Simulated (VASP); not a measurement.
Write the native input for VASP 6.6.1 that does the following.

| Quantity | Value |
| --- | --- |
| Task | relaxation of cell and atoms |
| Functional | r2SCAN |
| Potentials or basis | VASP PAW PBE potentials, release 64 (Ge_d, Sn_d) |
| Cutoff | 600 eV |
| k mesh | 6 × 6 × 2 |
| Occupations | fermi-dirac, width 0.02 eV |
| Spin | no spin polarisation |
| Dipole correction | no |
| Further INCAR settings | ALGO = Normal; EDIFF = 1e-07; IBRION = 2; EDIFFG = -0.005; NSW = 80; ISIF = 3 |

Sn5Ge:

```
Ge Sn
1.0
     4.61114    0.00000    0.00000
    -2.30557    3.99336    0.00000
     0.00000    0.00000   11.28256
Ge Sn
1 5
Direct
  0.00000 0.00000 0.99893
  0.66667 0.33333 0.67279
  0.33333 0.66667 0.32844
  0.66667 0.33333 0.92886
  0.33333 0.66667 0.58283
  0.00000 0.00000 0.23815
```

These files were run (other wordings do the same):

POSCAR

```
Sn5Ge
1.0
    4.6111391182      0.0000000000      0.0000000000
   -2.3055695591      3.9933636168      0.0000000000
    0.0000000000      0.0000000000     11.2825644354
Ge Sn
1 5
Direct
    0.0000000000      0.0000000000     -0.0010653793
    0.6666666667      0.3333333333      0.6727910324
    0.3333333333      0.6666666667      0.3284359955
    0.6666666667      0.3333333333      0.9288558658
    0.3333333333      0.6666666667      0.5828346987
    0.0000000000      0.0000000000      0.2381477869
```

INCAR.step1

```
SYSTEM = Sn5Ge
PREC     = Accurate       ! precision mode
ENCUT    = 600            ! plane-wave cutoff, eV
ISMEAR   = -1             ! smearing method
SIGMA    = 0.02           ! smearing width, eV
LREAL    = .False.        ! projectors in reciprocal space
LASPH    = .True.         ! aspherical terms in the spheres
NELM     = 100            ! most SCF steps
GGA      = PE             ! functional
ALGO     = Normal         ! electronic algorithm
EDIFF    = 1E-4           ! SCF threshold, eV
LWAVE    = .True.         ! write WAVECAR
LCHARG   = .False.        ! write CHGCAR
```

INCAR.step2

```
SYSTEM = Sn5Ge
PREC     = Accurate       ! precision mode
ENCUT    = 600            ! plane-wave cutoff, eV
EDIFF    = 1E-7           ! SCF threshold, eV
ISMEAR   = -1             ! smearing method
SIGMA    = 0.02           ! smearing width, eV
LREAL    = .False.        ! projectors in reciprocal space
LASPH    = .True.         ! aspherical terms in the spheres
NELM     = 100            ! most SCF steps
ALGO     = Normal         ! electronic algorithm
ISIF     = 3              ! what is computed and relaxed
LWAVE    = .False.        ! write WAVECAR
LCHARG   = .False.        ! write CHGCAR
METAGGA  = R2SCAN         ! meta-GGA
LMIXTAU  = .True.       
IBRION   = 2              ! ionic algorithm
NSW      = 80             ! ionic steps
EDIFFG   = -0.005         ! ionic threshold
ISTART   = 1
```

KPOINTS

```
regular mesh
0
Gamma
  6 6 2
  0 0 0
```

Potentials or basis: VASP PAW PBE potentials, release 64 (Ge_d, Sn_d).

Launch:

```bash
$ cat potpaw_PBE.64/Ge_d/POTCAR potpaw_PBE.64/Sn_d/POTCAR > POTCAR
$ cp INCAR.step1 INCAR
$ mpirun -np 1 vasp_std > vasp.out
$ cp INCAR.step2 INCAR
$ mpirun -np 1 vasp_std > vasp.out
```

It gave:

```json
{
  "Relaxed volume": "33.23 Å³/atom",
  "Relaxed cell": "a = 4.552 Å, b = 4.552 Å, c = 11.111 Å, α = 90.00°, β = 90.00°, γ = 120.00°",
  "Space group after relaxing (to 0.1 Å)": "P3m1 (No. 156)",
  "Energy gained by relaxing": "7.8 meV/atom",
  "Ionic steps": "10",
  "Pressure after relaxing": "0.0 GPa",
  "Band gap on the k mesh": "zero (bands 42 and 43 overlap by 0.33 eV)"
}
```

Caveat: semilocal functionals underestimate gaps, and a narrow one can read as zero; the PAW data sets were made with another functional, which shifts forces and pressure a little; spin-orbit coupling is left out, which moves the levels of the heavy elements.

Wall time 2.1 h on 1 thread of Oxide Virtual Turin-like Processor, with other jobs on the host, peak memory 0.49 GiB.
